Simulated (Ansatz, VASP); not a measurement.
## ZnS in VASP and in Ansatz

```
Zn S
1.0
     3.69447    0.00000    0.00000
    -1.84724    3.19951    0.00000
     0.00000    0.00000   12.09247
Zn S
4 4
Cartesian
  0.0000 0.0000 0.0014
  0.0000 0.0000 6.0476
  0.0000 2.1330 3.0240
  1.8472 1.0665 9.0702
  0.0000 0.0000 2.2641
  0.0000 0.0000 8.3104
  0.0000 2.1330 5.2914
  1.8472 1.0665 11.3376
```

Change from the starting cell: strain -0.030 along x and y, -0.030 along z, atoms carried along.

Alike in both runs: task single point; functional r2SCAN; k mesh 6 × 6 × 2; occupations gaussian, width 0.05 eV; no spin polarisation.

|  | VASP | Ansatz |
| --- | --- | --- |
| version | VASP 6.6.1 | Ansatz 0.2.0 |
| potentials or method | VASP PAW PBE potentials, release 64 (Zn, S), cutoff 520 eV | scalar-relativistic, plane waves, PAW |
| valence electrons in the cell | 72 | 72 |

Ansatz gave:

* gap on the k mesh at the Fermi level (eV): 3.18
* least direct gap on the mesh (eV): 3.18
* pressure (GPa): 8.7
* traceless stress, the component that is largest in VASP (GPa): 0.07
* rms of the force components (eV/Å): 0.007

**Question.** Estimate VASP's values.

**Answer.** gap on the k mesh at the Fermi level (eV): 3.20; least direct gap on the mesh (eV): 3.20; pressure (GPa): 8.8; traceless stress, the component that is largest in VASP (GPa): 0.05; rms of the force components (eV/Å): 0.011.

VASP's potentials were made for PBE, not for r2SCAN. Atom by atom the forces differ by 0.004 eV/Å (rms over components).
